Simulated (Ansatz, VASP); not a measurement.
## One calculation of Cu, two programs

The input POSCAR:

```
Cu
1.0
    2.5288403170      0.0000000000      0.0000000000
    0.0000000000      2.5288403170      0.0000000000
    0.0000000000      0.0000000000     23.1526000000
Cu
5
Direct
    0.0000000000      0.0000000000      0.3480379005
    0.5000000000      0.5000000000      0.4225704431
    0.0000000000      0.0000000000      0.4999999986
    0.5000000000      0.5000000000      0.5774295568
    0.0000000000      0.0000000000      0.6519621009
```

INCAR.step1

```
SYSTEM = Cu
  PREC = Accurate
  ENCUT = 520
  ISMEAR = -1
  SIGMA = 0.05
  LREAL = .FALSE.
  LASPH = .TRUE.
  NELM = 60
  LDIPOL = .TRUE.
  IDIPOL = 3
  DIPOL = 0.5 0.5 0.500
  NBANDS = 36
  GGA = PE
  ALGO = Normal
  EDIFF = 1E-4
  LWAVE = .TRUE.
  LCHARG = .FALSE.
```

The input INCAR.step2:

```
SYSTEM = Cu
  PREC = Accurate
  ENCUT = 520
  EDIFF = 1E-6
  ISMEAR = -1
  SIGMA = 0.05
  LREAL = .FALSE.
  LASPH = .TRUE.
  NELM = 60
  ALGO = Normal
  ISIF = 2
  LWAVE = .FALSE.
  LCHARG = .TRUE.
  LDIPOL = .TRUE.
  IDIPOL = 3
  DIPOL = 0.5 0.5 0.500
  METAGGA = R2SCAN
  LMIXTAU = .TRUE.
  LELF = .TRUE.
  LVHAR = .TRUE.
  LVACPOTAV = .TRUE.
  NBANDS = 36
  ISTART = 1
```

File KPOINTS:

```
Automatic mesh
0
G
  14 14 1
  0 0 0
```

Input for Ansatz:

```yaml
crystal:
  lattice:
    - [2.528840317, 0.0, 0.0]
    - [0.0, 2.528840317, 0.0]
    - [0.0, 0.0, 23.1526]
  atoms:
    - { symbol: Cu, position: [0.0, 0.0, 0.3480379005] }
    - { symbol: Cu, position: [0.5, 0.5, 0.4225704431] }
    - { symbol: Cu, position: [0.0, 0.0, 0.4999999986] }
    - { symbol: Cu, position: [0.5, 0.5, 0.5774295568] }
    - { symbol: Cu, position: [0.0, 0.0, 0.6519621009] }
  periodic: [true, true, false]
kpoints:
  mp_grid: { grid: [14, 14, 1] }
scf:
  occupations: { method: fermi_dirac, width: 0.05 }
hamiltonian:
  xc: r2scan
  pseudopotentials: { kind: paw }
output:
  forces: true
  stress: true
  eigenvalues: true
```

Alike in both runs: task single point; functional r2SCAN; k mesh 14 × 14 × 1; occupations fermi-dirac, width 0.05 eV; no spin polarisation.

```csv
,VASP,Ansatz
version,VASP 6.6.1,Ansatz 0.2.0
potentials or method,"VASP PAW PBE potentials, release 64 (Cu)","PAW with Ansatz's default frozen-core files, scalar-relativistic"
plane-wave cutoff (eV),520,500
valence electrons in the cell,55,95
```

|  | VASP | Ansatz | Ansatz less VASP |
| --- | --- | --- | --- |
| rms of the force components (eV/Å) | 0.012 | 0.000 | -0.0120 |

VASP's potentials were made for PBE, not for r2SCAN. Atom by atom the forces differ by 0.012 eV/Å (rms over components). With one functional, cell and mesh, what is left measures potentials, basis and numerics. VASP's potentials hold 55 valence electrons a cell and Ansatz's 95, so a difference there can come from the potentials and not from the codes. Ansatz's warnings: slab cell height set.
